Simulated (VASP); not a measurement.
**Ti12H2C: single point with PBE**

System: Ti12H2C, a slab with vacuum.

```xyz
15
Lattice="5.9000 0.0000 0.0000 2.9500 5.1095 0.0000 0.0000 0.0000 17.6846" Properties=species:S:1:pos:R:3 pbc="T T T"
Ti    0.0000    0.0000    1.0000
Ti    2.9500    0.0000    1.0000
Ti    1.4750    2.5548    1.0000
Ti    4.4250    2.5548    1.0000
Ti    0.0037    1.6811    3.2174
Ti    2.9229    1.7184    3.1751
Ti    1.4982    4.2648    3.2165
Ti    4.4390    4.2499    3.1524
Ti    0.0899   -0.0522    5.4669
Ti    2.9270    0.0265    5.4229
Ti    1.4226    2.5846    5.4998
Ti    4.3885    2.5607    5.4233
C    11.1311    3.7940    6.8558
H    11.5898    4.5613    7.5247
H    10.6942    3.0236    7.5345
```

```json
{
  "Program": "VASP 6.6.1",
  "Task": "single point",
  "Functional": "PBE",
  "Potentials or basis": "VASP PAW PBE potentials, release 64 (Ti_sv, C, H)",
  "Cutoff": "520 eV",
  "k mesh": "4 × 4 × 1",
  "Occupations": "gaussian, width 0.05 eV",
  "Spin": "no spin polarisation",
  "Dipole correction": "no",
  "Further INCAR settings": "LREAL = Auto; ALGO = Normal; EDIFF = 1e-06; NBANDS = 88"
}
```

| Property | Result |
| --- | --- |
| Largest force | 0.227 eV/Å |
| Band gap on the k mesh | zero (bands 75 and 76 overlap by 0.59 eV) |

Forces in eV/Å, atoms in the order of the input:
```
Ti  -0.087  0.054 -0.028
Ti   0.158 -0.010 -0.007
Ti  -0.170  0.095  0.117
Ti   0.085 -0.130 -0.008
Ti  -0.007 -0.009 -0.005
Ti   0.009 -0.007 -0.002
Ti   0.001  0.008 -0.003
Ti  -0.010  0.005 -0.007
Ti  -0.001  0.002 -0.025
Ti   0.014  0.005 -0.026
Ti   0.008 -0.005 -0.022
Ti   0.003 -0.002 -0.012
C    0.012 -0.004 -0.005
H    0.001  0.017  0.019
H   -0.014 -0.017  0.013
```

Levels at points of the mesh, in eV from the Fermi level:
| k point | band 75 | band 76 | band 77 | band 78 | band 79 | band 80 |
| --- | --- | --- | --- | --- | --- | --- |
| (0.00, 0.00, 0.00) | 0.34 | 0.66 | 0.68 | 0.69 | 0.72 | 0.72 |
| (0.50, 0.00, 0.00) | -0.14 | -0.11 | -0.06 | 0.09 | 0.15 | 0.18 |
| (0.50, 0.50, 0.00) | -0.16 | -0.12 | -0.06 | -0.01 | 0.09 | 0.17 |
| (0.00, 0.50, 0.00) | -0.16 | -0.12 | -0.06 | -0.01 | 0.08 | 0.17 |

It took 24 min on 1 thread of AMD EPYC 9R45 96-Core Processor (Zen 5), on a shared host, peak memory 0.78 GiB.
